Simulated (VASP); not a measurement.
SiO2: single point with PBE

SiO2:

```
Si O
1.0
     4.16412    0.00000    0.00000
     0.00000    4.16412    0.00000
     0.00000    0.00000    2.89448
Si O
2 4
Direct
  0.50000 0.50000 0.50000
  0.00000 0.00000 0.00000
  0.69301 0.69301 0.00000
  0.19301 0.80699 0.50000
  0.30699 0.30699 0.00000
  0.80699 0.19301 0.50000
```

This cell differs from its parent crystal: volume 8.365 Å^3 an atom, c/a of the conventional cell 0.6951.

```
Program             : VASP 6.6.1
Task                : single point
Functional          : PBE
Potentials or basis : VASP PAW PBE potentials, release 64 (Si, O)
Cutoff              : 520 eV
k mesh              : 6 × 6 × 10
Occupations         : gaussian, width 0.05 eV
Spin                : no spin polarisation
```

| Quantity | Value |
| --- | --- |
| Pressure | -13.0 GPa |
| Largest force | 0.470 eV/Å |
| Band gap on the k mesh | 3.99 eV, direct |

Forces on the atoms (eV/Å):
```
Si   0.000  0.000  0.000
Si   0.000  0.000  0.000
O    0.332  0.332  0.000
O    0.332 -0.332  0.000
O   -0.332 -0.332  0.000
O   -0.332  0.332  0.000
```

Stress tensor (GPa, compression positive):
```
 -1.63   0.00   0.00
  0.00  -1.63   0.00
  0.00   0.00 -35.76
```

Levels at points of the mesh, in eV from the valence-band top:
| k point | band 12 | band 13 | band 14 | band 15 | band 16 | band 17 | band 18 | band 19 | band 20 | band 21 |
| --- | --- | --- | --- | --- | --- | --- | --- | --- | --- | --- |
| (0.00, 0.00, 0.00) | -3.19 | -2.67 | -0.71 | -0.71 | 0.00 | 3.99 | 5.27 | 6.88 | 6.88 | 9.88 |
| (0.50, 0.00, 0.00) | -3.44 | -2.71 | -2.71 | -0.89 | -0.89 | 6.19 | 6.19 | 7.56 | 7.56 | 11.42 |
| (0.50, 0.50, 0.00) | -3.36 | -2.66 | -2.66 | -1.72 | -1.72 | 5.87 | 5.87 | 8.59 | 8.59 | 12.94 |
| (0.00, 0.00, 0.50) | -4.11 | -2.89 | -2.89 | -2.32 | -2.32 | 8.24 | 8.24 | 11.76 | 11.76 | 12.32 |
| (0.50, 0.00, 0.50) | -3.56 | -1.88 | -1.88 | -1.47 | -1.47 | 8.16 | 8.16 | 9.77 | 9.77 | 12.08 |
| (0.50, 0.50, 0.50) | -3.94 | -1.39 | -1.39 | -1.27 | -1.27 | 6.56 | 6.56 | 10.77 | 10.77 | 11.43 |

It took 29 s on 1 thread of AMD EPYC 9R45 96-Core Processor (Zen 5) (shared host), peak memory 0.16 GiB.
